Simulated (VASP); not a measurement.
# TaBiBr5 (P4/mmm) in VASP: single point with PBE

Aim: the single point of TaBiBr5 with PBE.

Program: VASP 6.6.1. These are calculated values, not measurements. Logs are shortened: lines on timing, memory, paths and dates and some standing lists are left out, and cuts for length are marked.

**1. The cell of the first run**

It takes space group P4/mmm (No. 123, tetragonal). The conventional cell has a = 4.778 Å, b = 4.778 Å, c = 8.393 Å, α = 90.00°, β = 90.00°, γ = 90.00°. Ta (site symmetry 4/mmm) has 12 Br at 3.31 to 3.38 Å within 4.4 Å. Within 4.0 Å of Bi (site symmetry 4/mmm) lie 8 Br at 3.05 Å. Br (site symmetry 2mm) has 2 Bi at 3.05 Å and 2 Ta at 3.31 Å and 7 Br at 3.31 to 3.80 Å within 4.0 Å. Within 4.4 Å of Br (site symmetry 4/mmm) lie 8 Br at 3.31 Å and 4 Ta at 3.38 Å and 2 Bi at 4.20 Å.

**2. Single point, PBE**

The input, INCAR:

```
PREC = Accurate
ENCUT = 520
EDIFF = 1E-6
ISMEAR = 0
SIGMA = 0.1
LREAL = F
LASPH = T
NELM = 80
ALGO = Normal
ISIF = 2
LWAVE = F
LCHARG = T
GGA = PE
LELF = T
LVHAR = T
NBANDS = 40
```

The input, KPOINTS:

```
regular mesh
0
Gamma
  4 4 2
```

The input, POSCAR:

```
TaBiBr5
1.0
    4.7783919569      0.0000000000      0.0000000000
    0.0000000000      4.7783919569      0.0000000000
    0.0000000000      0.0000000000      8.3925364832
Ta Bi Br
1 1 5
Direct
    0.5000000000      0.5000000000      0.0000000000
    0.0000000000      0.0000000000      0.5000000000
    0.5000000000      0.0000000000      0.7262000000
    0.0000000000      0.5000000000      0.7262000000
    0.5000000000      0.0000000000      0.2738000000
    0.0000000000      0.5000000000      0.2738000000
    0.0000000000      0.0000000000      0.0000000000
```

Potentials or basis: VASP PAW PBE potentials, release 64 (Ta_pv, Bi_d, Br).

Launch:

```
> cat potpaw_PBE.64/Ta_pv/POTCAR potpaw_PBE.64/Bi_d/POTCAR potpaw_PBE.64/Br/POTCAR > POTCAR
> mpirun -np 1 vasp_std > vasp.out
```

OUTCAR:

```text
PREC = Accurate
   ENCUT = 520
   EDIFF = 1E-6
   ISMEAR = 0
   LREAL = F
   LASPH = T
   NELM = 80
   ISIF = 2
   GGA = PE

 ion  position               nearest neighbor table
   1  0.500  0.500  0.000-
   2  0.000  0.000  0.500-   3 3.05   4 3.05   5 3.05   6 3.05   4 3.05   6 3.05   3 3.05   5 3.05

   3  0.500  0.000  0.726-   2 3.05   2 3.05
   4  0.000  0.500  0.726-   2 3.05   2 3.05
   5  0.500  0.000  0.274-   2 3.05   2 3.05
   6  0.000  0.500  0.274-   2 3.05   2 3.05
   7  0.000  0.000  0.000-

  LATTYP: Found a simple tetragonal cell.
 ALAT       =     4.7783919569
 C/A-ratio  =     1.7563516260

  Lattice vectors:

 A1 = (   4.7783919569,   0.0000000000,   0.0000000000)
 A2 = (   0.0000000000,   4.7783919569,   0.0000000000)
 A3 = (   0.0000000000,   0.0000000000,   8.3925364832)

Analysis of symmetry for initial positions (statically):
=====================================================================
 Subroutine PRICEL returns:
 Original cell was already a primitive cell.

 Routine SETGRP: Setting up the symmetry group for a
 simple tetragonal supercell.

 Subroutine GETGRP returns: Found 16 space group operations
 (whereof 16 operations were pure point group operations)
 out of a pool of 16 trial point group operations.

The static configuration has the point symmetry D_4h.

Analysis of symmetry for dynamics (positions and initial velocities):
=====================================================================
 Subroutine PRICEL returns:
 Original cell was already a primitive cell.

 Routine SETGRP: Setting up the symmetry group for a
 simple tetragonal supercell.

 Subroutine GETGRP returns: Found 16 space group operations
 (whereof 16 operations were pure point group operations)
 out of a pool of 16 trial point group operations.

The dynamic configuration has the point symmetry D_4h.

 Subroutine INISYM returns: Found 16 space group operations
 (whereof 16 operations are pure point group operations),
 and found     1 'primitive' translations

----------------------------------------------------------------------------------------

                                     Primitive cell

  volume of cell :     191.6270

  direct lattice vectors                    reciprocal lattice vectors
     4.778391957  0.000000000  0.000000000     0.209275423  0.000000000  0.000000000
     0.000000000  4.778391957  0.000000000     0.000000000  0.209275423  0.000000000
     0.000000000  0.000000000  8.392536483     0.000000000  0.000000000  0.119153489

  length of vectors
     4.778391957  4.778391957  8.392536483     0.209275423  0.209275423  0.119153489

  position of ions in fractional coordinates (direct lattice)
     0.500000000  0.500000000  0.000000000
     0.000000000  0.000000000  0.500000000
     0.500000000  0.000000000  0.726200000
     0.000000000  0.500000000  0.726200000
     0.500000000  0.000000000  0.273800000
     0.000000000  0.500000000  0.273800000
     0.000000000  0.000000000  0.000000000

  ion indices of the primitive-cell ions
   primitive index   ion index
                 1           1
                 2           2
                 3           3
                 4           4
                 5           5
                 6           6
                 7           7

----------------------------------------------------------------------------------------

 KPOINTS: regular mesh

Automatic generation of k-mesh.
 Grid dimensions read from file:
 generate k-points for:    4    4    2

 Generating k-lattice:

  Cartesian coordinates                     Fractional coordinates (reciprocal lattice)
     0.052318856  0.000000000  0.000000000     0.250000000  0.000000000  0.000000000
     0.000000000  0.052318856  0.000000000     0.000000000  0.250000000  0.000000000
     0.000000000  0.000000000  0.059576744     0.000000000  0.000000000  0.500000000

  Length of vectors
     0.052318856  0.052318856  0.059576744

  Shift w.r.t. Gamma in fractional coordinates (k-lattice)
     0.000000000  0.000000000  0.000000000

 Subroutine IBZKPT returns following result:
 ===========================================

 Found     12 irreducible k-points:

 Following reciprocal coordinates:
            Coordinates               Weight
  0.000000  0.000000  0.000000      1.000000
  0.250000  0.000000  0.000000      4.000000
  0.500000  0.000000  0.000000      2.000000
  0.250000  0.250000  0.000000      4.000000
  0.500000  0.250000  0.000000      4.000000
  0.500000  0.500000  0.000000      1.000000
  0.000000  0.000000  0.500000      1.000000
  0.250000  0.000000  0.500000      4.000000
  0.500000  0.000000  0.500000      2.000000
  0.250000  0.250000  0.500000      4.000000
  0.500000  0.250000  0.500000      4.000000
  0.500000  0.500000  0.500000      1.000000
   k-points           NKPTS =     12   k-points in BZ     NKDIM =     12   number of bands    NBANDS=     40
   number of dos      NEDOS =    301   number of ions     NIONS =      7
   total plane-waves  NPLWV =  82944
   dimension x,y,z NGX =    36 NGY =   36 NGZ =   64
   dimension x,y,z NGXF=    72 NGYF=   72 NGZF=  128
   ions per type =               1   1   5
   NGX,Y,Z   is equivalent  to a cutoff of  12.52, 12.52, 12.68 a.u.
   NGXF,Y,Z  is equivalent  to a cutoff of  25.05, 25.05, 25.36 a.u.
 SYSTEM =  unknown system
   PREC   = accura    normal or accurate (medium, high low for compatibility)
   ISTART =      0    job   : 0-new  1-cont  2-samecut
   ICHARG =      2    charge: 1-file 2-atom 10-const
   ISPIN  =      1    spin polarized calculation?
   LNONCOLLINEAR =      F non collinear calculations
   LSORBIT =      F    spin-orbit coupling
   LASPH  =      T    aspherical Exc in radial PAW
   ENCUT  =  520.0 eV  38.22 Ry    6.18 a.u.   8.88  8.88 15.60*2*pi/ulx,y,z
   NELM   =     80;   NELMIN=  2; NELMDL= -5     # of ELM steps
   EDIFF  = 0.1E-05   stopping-criterion for ELM
   LREAL  =      F    real-space projection
   EDIFFG = 0.1E-04   stopping-criterion for IOM
   NSW    =      0    number of steps for IOM
   IBRION =     -1    ionic relax: 0-MD 1-quasi-New 2-CG
   NFREE  =      0    steps in history (QN), initial steepest desc. (CG)
   ISIF   =      2    stress and relaxation
   ISYM   =      2    0-nonsym 1-usesym 2-fastsym
   POTIM  = 0.5000    time-step for ionic-motion
   TEBEG  =    0.0;   TEEND  =   0.0 temperature during run
   PSTRESS=    0.0 pullay stress
   NELECT =      61.0000    total number of electrons
   NUPDOWN=      -1.0000    fix difference up-down
   EMIN   =  10.00;   EMAX   =-10.00  energy-range for DOS
   EFERMI =   0.00;   METHOD = LEGACY
   ISMEAR =     0;   SIGMA  =   0.10  broadening in eV -4-tet -1-fermi 0-gaus
   EFERMI_NEDOS =   21; number of points for ismear=-14 and -15
   IALGO  =     38    algorithm
   IMIX   =      4    mixing-type and parameters
     AMIX     =   0.40;   BMIX     =  1.00
     AMIX_MAG =   1.60;   BMIX_MAG =  1.00
  volume/ion in A,a.u.               =      27.38       184.74
  Fermi-wavevector in a.u.,A,eV,Ry     =   1.117804  2.112344 17.000301  1.249487
  Thomas-Fermi vector in A             =   2.254430
   LORBIT       =      0    0 simple, 1 ext, 2 COOP (PROOUT), +10 PAW based schemes
   GGA     = PE    functional components
   LHFCALC =     F    Hartree Fock is set to
   AEXX    =    0.0000 exact exchange contribution
   IVDW    =     0    specifies the selected vdW correction
   LEPSILON=     F    determine dielectric tensor
   LRPA    =     F    only Hartree local field effects (RPA)
 non-spin polarized calculation
 Gauss-broadening in eV      SIGMA  =   0.10
  energy-cutoff  :      520.00
  volume of cell :      191.63
 maximum number of plane-waves:      5188
 NGX is ok and might be reduce to    36
   NGX = 17   NGY = 17   NGZ = 31

 number of electron      61.0000003 magnetization

 Free energy of the ion-electron system (eV)
  ---------------------------------------------------
  ext. energy  EPLUGINS =         0.00000000
  ---------------------------------------------------
  free energy    TOTEN  =       -21.72392265 eV

  energy without entropy =      -21.68937119  energy(sigma->0) =      -21.70664692

 E-fermi :   4.5084     XC(G=0):  -9.4523

 val. band max:        4.4688320667   @ k =   0.5000   0.2500   0.0000
 cond. band min:       4.5402195052   @ k =   0.2500   0.0000   0.5000
 fundamental gap:      0.0713874385
 Fermi energy:         4.5083965493

 k-point     1 :       0.0000    0.0000    0.0000
  band No.  band energies     occupation
      1     -31.9674      2.00000
      2     -31.8743      2.00000
      3     -31.8743      2.00000
      4     -19.8911      2.00000
      5     -19.8816      2.00000
      6     -19.8816      2.00000
[... 32 lines left out ...]
     39       8.2619      0.00000
     40       9.4967      0.00000

 k-point     2 :       0.2500    0.0000    0.0000
  band No.  band energies     occupation
      1     -31.9673      2.00000
      2     -31.8752      2.00000
      3     -31.8743      2.00000
      4     -19.8906      2.00000
      5     -19.8850      2.00000
      6     -19.8815      2.00000
[... 32 lines left out ...]
     39       8.7742      0.00000
     40       9.2312      0.00000

 k-point     3 :       0.5000    0.0000    0.0000
  band No.  band energies     occupation
      1     -31.9672      2.00000
      2     -31.8761      2.00000
      3     -31.8742      2.00000
      4     -19.8901      2.00000
      5     -19.8884      2.00000
      6     -19.8815      2.00000
[... 337 lines left out ...]
  band No.  band energies     occupation
      1     -31.9671      2.00000
      2     -31.8760      2.00000
      3     -31.8750      2.00000
      4     -19.8894      2.00000
      5     -19.8883      2.00000
      6     -19.8848      2.00000
[... 32 lines left out ...]
     39       8.4767      0.00000
     40       9.6858      0.00000

 k-point    12 :       0.5000    0.5000    0.5000
  band No.  band energies     occupation
      1     -31.9670      2.00000
      2     -31.8759      2.00000
      3     -31.8759      2.00000
      4     -19.8888      2.00000
      5     -19.8882      2.00000
      6     -19.8882      2.00000
[... 32 lines left out ...]
     39       7.6553      0.00000
     40      10.8720      0.00000

------------------------ aborting loop because EDIFF is reached ----------------------------------------

  FORCE on cell =-STRESS in cart. coord.  units (eV):
  Direction    XX          YY          ZZ          XY          YZ          ZX
  --------------------------------------------------------------------------------------
  -------------------------------------------------------------------------------------
  Total        0.4087688      0.4087688     -3.9504579      0.0000000     -0.0000000      0.0000000
  in kB        3.4176810      3.4176810    -33.0294426      0.0000000     -0.0000000      0.0000000
  external PRESSURE =      -8.7313602 kB  Pullay stress =       0.0000000 kB

 VOLUME and BASIS-vectors are now :
 -----------------------------------------------------------------------------
  energy-cutoff  :      520.00
  volume of cell :      191.63
      direct lattice vectors                 reciprocal lattice vectors
     4.778391957  0.000000000  0.000000000     0.209275423  0.000000000  0.000000000
     0.000000000  4.778391957  0.000000000     0.000000000  0.209275423  0.000000000
     0.000000000  0.000000000  8.392536483     0.000000000  0.000000000  0.119153489

 POSITION                                       TOTAL-FORCE (eV/Angst)
 -----------------------------------------------------------------------------------
      2.38920      2.38920      0.00000        -0.000000     -0.000000      0.000000
      0.00000      0.00000      4.19627        -0.000000     -0.000000      0.000000
      2.38920      0.00000      6.09466        -0.000000      0.000000      0.371740
      0.00000      2.38920      6.09466         0.000000      0.000000      0.371740
      2.38920      0.00000      2.29788         0.000000      0.000000     -0.371740
      0.00000      2.38920      2.29788        -0.000000     -0.000000     -0.371740
      0.00000      0.00000      0.00000        -0.000000     -0.000000      0.000000
 -----------------------------------------------------------------------------------
    total drift:                                0.000000      0.000000      0.000000

  FREE ENERGIE OF THE ION-ELECTRON SYSTEM (eV)
  ---------------------------------------------------
  free  energy   TOTEN  =       -21.7239226498 eV

  energy  without entropy=      -21.6893711905  energy(sigma->0) =      -21.70664692
```

Run time: 92 s. Hardware: 1 thread of Intel Xeon Platinum 8259CL at 2.50GHz (Skylake/Cascade Lake), shared host; peak memory 0.32 GiB.

What came out:

* Free energy: -21.7239 eV
* Pressure: -0.9 GPa
* Largest force: 0.372 eV/Å

Forces on the atoms (eV/Å):
```
Ta   0.000  0.000  0.000
Bi   0.000  0.000  0.000
Br   0.000  0.000  0.372
Br   0.000  0.000  0.372
Br   0.000  0.000 -0.372
Br   0.000  0.000 -0.372
Br   0.000  0.000  0.000
```

Caveat: the k points lie up to 0.37 Å⁻¹ apart; spin-orbit coupling is left out, which moves the levels of the heavy elements; an odd number of electrons without spin polarisation forces a metal; a magnetic or distorted state may lie lower.
